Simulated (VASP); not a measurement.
# Si2Ge (P-3m1) in VASP: single point with PBE

Aim: the single point of Si2Ge with PBE.

Everything below comes from runs of VASP 6.6.1. Logs are shortened: lines on timing, memory, paths and dates and some standing lists are left out, and cuts for length are marked.

### Step 1. The cell of the first run

Symmetry: P-3m1, No. 164, trigonal system. Conventional cell: a = 3.929 Å, b = 3.929 Å, c = 9.630 Å, α = 90.00°, β = 90.00°, γ = 120.00°. Within 3.1 Å of Si (site symmetry 3m) lie 4 Si at 2.37 to 2.39 Å. Within 3.2 Å of Si (site symmetry 3m) lie 3 Si at 2.39 Å and 1 Ge at 2.42 Å. Ge (site symmetry 3m) has 1 Si at 2.42 Å and 3 Ge at 2.44 Å within 3.2 Å.

### Step 2. Single point, PBE

INCAR

```
SYSTEM = Si2Ge
ALGO = Normal ; EDIFF = 1E-6
ENCUT = 520 ; GGA = PE
ISIF = 2 ; ISMEAR = 0
LASPH = .True. ; LCHARG = .True.
LELF = .True. ; LREAL = .False.
LVHAR = .True. ; LWAVE = .False.
NBANDS = 31 ; NELM = 80
PREC = Accurate ; SIGMA = 0.02
```

KPOINTS

```
k-points
0
Gamma
  12 12 4
  0 0 0
```

POSCAR

```
Si2Ge
1.0
    3.9293938550      0.0000000000      0.0000000000
   -1.9646969275      3.4029548999      0.0000000000
    0.0000000000      0.0000000000      9.6301265783
Si Ge
4 2
Direct
    0.0000000000      0.0000000000      0.8767602194
    0.3333333333      0.6666666667      0.7975041379
    0.0000000000      0.0000000000      0.1232397806
    0.6666666667      0.3333333333      0.2024958621
    0.3333333333      0.6666666667      0.5461141654
    0.6666666667      0.3333333333      0.4538858346
```

Potentials or basis: VASP PAW PBE potentials, release 64 (Si, Ge_d).

On the command line:

```sh
$ cat potpaw_PBE.64/Si/POTCAR potpaw_PBE.64/Ge_d/POTCAR > POTCAR
$ mpirun -np 1 vasp_std > vasp.out
```

OUTCAR:

```text
SYSTEM = Si2Ge
   EDIFF = 1E-6
   ENCUT = 520
   GGA = PE
   ISIF = 2
   ISMEAR = 0
   LASPH = .True.
   LREAL = .False.
   NELM = 80
   PREC = Accurate

 ion  position               nearest neighbor table
   1  0.000  0.000  0.877-   3 2.37   2 2.39   2 2.39   2 2.39
   2  0.333  0.667  0.798-   1 2.39   1 2.39   1 2.39   5 2.42
   3  0.000  0.000  0.123-   1 2.37   4 2.39   4 2.39   4 2.39
   4  0.667  0.333  0.202-   3 2.39   3 2.39   3 2.39   6 2.42
   5  0.333  0.667  0.546-   2 2.42   6 2.44   6 2.44   6 2.44
   6  0.667  0.333  0.454-   4 2.42   5 2.44   5 2.44   5 2.44

  LATTYP: Found a hexagonal cell.
 ALAT       =     3.9293938550
 C/A-ratio  =     2.4507918864

  Lattice vectors:

 A1 = (   3.9293938550,   0.0000000000,   0.0000000000)
 A2 = (  -1.9646969275,   3.4029548999,   0.0000000000)
 A3 = (   0.0000000000,   0.0000000000,   9.6301265783)

Analysis of symmetry for initial positions (statically):
=====================================================================
 Subroutine PRICEL returns:
 Original cell was already a primitive cell.

 Routine SETGRP: Setting up the symmetry group for a
 hexagonal supercell.

 Subroutine GETGRP returns: Found 12 space group operations
 (whereof 12 operations were pure point group operations)
 out of a pool of 24 trial point group operations.

The static configuration has the point symmetry D_3d.

Analysis of symmetry for dynamics (positions and initial velocities):
=====================================================================
 Subroutine PRICEL returns:
 Original cell was already a primitive cell.

 Routine SETGRP: Setting up the symmetry group for a
 hexagonal supercell.

 Subroutine GETGRP returns: Found 12 space group operations
 (whereof 12 operations were pure point group operations)
 out of a pool of 24 trial point group operations.

The dynamic configuration has the point symmetry D_3d.

 Subroutine INISYM returns: Found 12 space group operations
 (whereof 12 operations are pure point group operations),
 and found     1 'primitive' translations

----------------------------------------------------------------------------------------

                                     Primitive cell

  volume of cell :     128.7697

  direct lattice vectors                    reciprocal lattice vectors
     3.929393855  0.000000000  0.000000000     0.254492178  0.146931127  0.000000000
    -1.964696927  3.402954900  0.000000000     0.000000000  0.293862255  0.000000000
     0.000000000  0.000000000  9.630126578     0.000000000  0.000000000  0.103840795

  length of vectors
     3.929393855  3.929393855  9.630126578     0.293862255  0.293862255  0.103840795

  position of ions in fractional coordinates (direct lattice)
     0.000000000  0.000000000  0.876760219
     0.333333333  0.666666667  0.797504138
     0.000000000  0.000000000  0.123239781
     0.666666667  0.333333333  0.202495862
     0.333333333  0.666666667  0.546114165
     0.666666667  0.333333333  0.453885835

  ion indices of the primitive-cell ions
   primitive index   ion index
                 1           1
                 2           2
                 3           3
                 4           4
                 5           5
                 6           6

----------------------------------------------------------------------------------------

 KPOINTS: k-points

Automatic generation of k-mesh.
 Grid dimensions read from file:
 generate k-points for:   12   12    4

 Generating k-lattice:

  Cartesian coordinates                     Fractional coordinates (reciprocal lattice)
     0.021207681  0.012244261  0.000000000     0.083333333 -0.000000000  0.000000000
     0.000000000  0.024488521  0.000000000     0.000000000  0.083333333  0.000000000
     0.000000000  0.000000000  0.025960199     0.000000000  0.000000000  0.250000000

  Length of vectors
     0.024488521  0.024488521  0.025960199

  Shift w.r.t. Gamma in fractional coordinates (k-lattice)
     0.000000000  0.000000000  0.000000000

 Subroutine IBZKPT returns following result:
 ===========================================

 Found     69 irreducible k-points:

 Following reciprocal coordinates:
            Coordinates               Weight
  0.000000  0.000000  0.000000      1.000000
  0.083333  0.000000  0.000000      6.000000
  0.166667 -0.000000  0.000000      6.000000
  0.250000  0.000000  0.000000      6.000000
  0.333333  0.000000  0.000000      6.000000
  0.416667 -0.000000  0.000000      6.000000
[... 16 lines left out ...]
  0.166667 -0.000000  0.250000      6.000000
  0.000000  0.166667  0.250000      6.000000
 [... further k-points ...]
   k-points           NKPTS =     69   k-points in BZ     NKDIM =     69   number of bands    NBANDS=     31
   number of dos      NEDOS =    301   number of ions     NIONS =      6
   total plane-waves  NPLWV =  64800
   dimension x,y,z NGX =    30 NGY =   30 NGZ =   72
   dimension x,y,z NGXF=    60 NGYF=   60 NGZF=  144
   ions per type =               4   2
   NGX,Y,Z   is equivalent  to a cutoff of  12.69, 12.69, 12.43 a.u.
   NGXF,Y,Z  is equivalent  to a cutoff of  25.38, 25.38, 24.86 a.u.
 SYSTEM =  Si2Ge
   PREC   = accura    normal or accurate (medium, high low for compatibility)
   ISTART =      0    job   : 0-new  1-cont  2-samecut
   ICHARG =      2    charge: 1-file 2-atom 10-const
   ISPIN  =      1    spin polarized calculation?
   LNONCOLLINEAR =      F non collinear calculations
   LSORBIT =      F    spin-orbit coupling
   LASPH  =      T    aspherical Exc in radial PAW
   ENCUT  =  520.0 eV  38.22 Ry    6.18 a.u.   7.31  7.31 17.91*2*pi/ulx,y,z
   NELM   =     80;   NELMIN=  2; NELMDL= -5     # of ELM steps
   EDIFF  = 0.1E-05   stopping-criterion for ELM
   LREAL  =      F    real-space projection
   EDIFFG = 0.1E-04   stopping-criterion for IOM
   NSW    =      0    number of steps for IOM
   IBRION =     -1    ionic relax: 0-MD 1-quasi-New 2-CG
   NFREE  =      0    steps in history (QN), initial steepest desc. (CG)
   ISIF   =      2    stress and relaxation
   ISYM   =      2    0-nonsym 1-usesym 2-fastsym
   POTIM  = 0.5000    time-step for ionic-motion
   TEBEG  =    0.0;   TEEND  =   0.0 temperature during run
   PSTRESS=    0.0 pullay stress
   NELECT =      44.0000    total number of electrons
   NUPDOWN=      -1.0000    fix difference up-down
   EMIN   =  10.00;   EMAX   =-10.00  energy-range for DOS
   EFERMI =   0.00;   METHOD = LEGACY
   ISMEAR =     0;   SIGMA  =   0.02  broadening in eV -4-tet -1-fermi 0-gaus
   EFERMI_NEDOS =   21; number of points for ismear=-14 and -15
   IALGO  =     38    algorithm
   IMIX   =      4    mixing-type and parameters
     AMIX     =   0.40;   BMIX     =  1.00
     AMIX_MAG =   1.60;   BMIX_MAG =  1.00
  volume/ion in A,a.u.               =      21.46       144.83
  Fermi-wavevector in a.u.,A,eV,Ry     =   1.144514  2.162818 17.822441  1.309912
  Thomas-Fermi vector in A             =   2.281206
   LORBIT       =      0    0 simple, 1 ext, 2 COOP (PROOUT), +10 PAW based schemes
   GGA     = PE    functional components
   LHFCALC =     F    Hartree Fock is set to
   AEXX    =    0.0000 exact exchange contribution
   IVDW    =     0    specifies the selected vdW correction
   LEPSILON=     F    determine dielectric tensor
   LRPA    =     F    only Hartree local field effects (RPA)
 non-spin polarized calculation
 Gauss-broadening in eV      SIGMA  =   0.02
  energy-cutoff  :      520.00
  volume of cell :      128.77
 maximum number of plane-waves:      3516
 NGX is ok and might be reduce to    30
   NGX = 15   NGY = 15   NGZ = 35

 number of electron      44.0000023 magnetization

 Free energy of the ion-electron system (eV)
  ---------------------------------------------------
  ext. energy  EPLUGINS =         0.00000000
  ---------------------------------------------------
  free energy    TOTEN  =       -30.62710433 eV

  energy without entropy =      -30.62710433  energy(sigma->0) =      -30.62710433

 E-fermi :   5.6018     XC(G=0):  -9.4877

 val. band max:        5.4214987446   @ k =   0.0000   0.0000   0.0000
 cond. band min:       5.8541465105   @ k =   0.4167  -0.0000   0.2500
 fundamental gap:      0.4326477659
 Fermi energy:         5.6017596748

 k-point     1 :       0.0000    0.0000    0.0000
  band No.  band energies     occupation
      1     -19.1152      2.00000
      2     -19.1152      2.00000
      3     -19.0340      2.00000
      4     -19.0340      2.00000
      5     -18.9659      2.00000
      6     -18.9557      2.00000
[... 23 lines left out ...]
     30       8.4617      0.00000
     31       9.2946      0.00000

 k-point     2 :       0.0833    0.0000    0.0000
  band No.  band energies     occupation
      1     -19.1168      2.00000
      2     -19.1150      2.00000
      3     -19.0317      2.00000
      4     -19.0293      2.00000
      5     -18.9639      2.00000
      6     -18.9576      2.00000
[... 23 lines left out ...]
     30       8.6676      0.00000
     31       9.2547      0.00000

 k-point     3 :       0.1667   -0.0000    0.0000
  band No.  band energies     occupation
      1     -19.1202      2.00000
      2     -19.1135      2.00000
      3     -19.0274      2.00000
      4     -19.0171      2.00000
      5     -18.9663      2.00000
      6     -18.9546      2.00000
[... 23 lines left out ...]
     30       9.3989      0.00000
     31       9.6074      0.00000

 k-point     4 :       0.2500    0.0000    0.0000
  band No.  band energies     occupation
      1     -19.1234      2.00000
      2     -19.1085      2.00000
      3     -19.0249      2.00000
      4     -19.0011      2.00000
      5     -18.9800      2.00000
      6     -18.9391      2.00000
[... 635 lines left out ...]
     30       8.7263      0.00000
     31       9.2893      0.00000

 k-point    23 :       0.1667   -0.0000    0.2500
  band No.  band energies     occupation
      1     -19.1202      2.00000
      2     -19.1135      2.00000
      3     -19.0274      2.00000
      4     -19.0171      2.00000
      5     -18.9663      2.00000
      6     -18.9546      2.00000
[... 23 lines left out ...]
     30       9.4347      0.00000
     31       9.8086      0.00000

 k-point    24 :       0.0000    0.1667    0.2500
  band No.  band energies     occupation
      1     -19.1202      2.00000
      2     -19.1135      2.00000
      3     -19.0274      2.00000
      4     -19.0171      2.00000
      5     -18.9663      2.00000
      6     -18.9546      2.00000
[... 23 lines left out ...]
     30       9.2880      0.00000
     31       9.8221      0.00000

 [... further k-points ...]

------------------------ aborting loop because EDIFF is reached ----------------------------------------

  FORCE on cell =-STRESS in cart. coord.  units (eV):
  Direction    XX          YY          ZZ          XY          YZ          ZX
  --------------------------------------------------------------------------------------
  -------------------------------------------------------------------------------------
  Total       -0.0679268     -0.0679268     -0.0417382      0.0000000     -0.0000000      0.0000000
  in kB       -0.8451582     -0.8451582     -0.5193145      0.0000000     -0.0000000      0.0000000
  external PRESSURE =      -0.7365436 kB  Pullay stress =       0.0000000 kB

 VOLUME and BASIS-vectors are now :
 -----------------------------------------------------------------------------
  energy-cutoff  :      520.00
  volume of cell :      128.77
      direct lattice vectors                 reciprocal lattice vectors
     3.929393855  0.000000000  0.000000000     0.254492178  0.146931127  0.000000000
    -1.964696927  3.402954900  0.000000000     0.000000000  0.293862255  0.000000000
     0.000000000  0.000000000  9.630126578     0.000000000  0.000000000  0.103840795

 POSITION                                       TOTAL-FORCE (eV/Angst)
 -----------------------------------------------------------------------------------
      0.00000      0.00000      8.44331         0.000000     -0.000000     -0.004685
     -0.00000      2.26864      7.68007        -0.000000     -0.000000      0.004473
      0.00000      0.00000      1.18681         0.000000      0.000000      0.004685
      1.96470      1.13432      1.95006         0.000000      0.000000     -0.004473
     -0.00000      2.26864      5.25915        -0.000000     -0.000000     -0.003642
      1.96470      1.13432      4.37098         0.000000      0.000000      0.003642
 -----------------------------------------------------------------------------------
    total drift:                               -0.000000      0.000000      0.000000

  FREE ENERGIE OF THE ION-ELECTRON SYSTEM (eV)
  ---------------------------------------------------
  free  energy   TOTEN  =       -30.6271043270 eV

  energy  without entropy=      -30.6271043270  energy(sigma->0) =      -30.62710433
```

It took 6.3 min on 1 thread of Intel Xeon 8259CL, shared host; peak memory 0.38 GiB.

What came out:

```
Free energy            : -30.6271 eV
Pressure               : -0.1 GPa
Largest force          : 0.005 eV/Å
Band gap on the k mesh : 0.43 eV (least direct gap 0.91 eV)
```

Forces on the atoms (eV/Å):
```
Si   0.000  0.000 -0.005
Si   0.000  0.000  0.004
Si   0.000  0.000  0.005
Si   0.000  0.000 -0.004
Ge   0.000  0.000 -0.004
Ge   0.000  0.000  0.004
```

Levels at points of the mesh, in eV from the valence-band top:
| k point | band 20 | band 21 | band 22 | band 23 | band 24 | band 25 |
| --- | --- | --- | --- | --- | --- | --- |
| (0.00, 0.00, 0.00) | -0.18 | 0.00 | 0.00 | 0.91 | 1.01 | 1.88 |
| (0.50, 0.00, 0.00) | -2.93 | -2.10 | -1.75 | 0.52 | 0.60 | 1.59 |
| (0.00, 0.00, 0.50) | -0.87 | -0.26 | -0.26 | 0.81 | 1.64 | 1.74 |
| (0.50, 0.00, 0.50) | -2.59 | -1.41 | -1.35 | 0.65 | 0.81 | 1.17 |
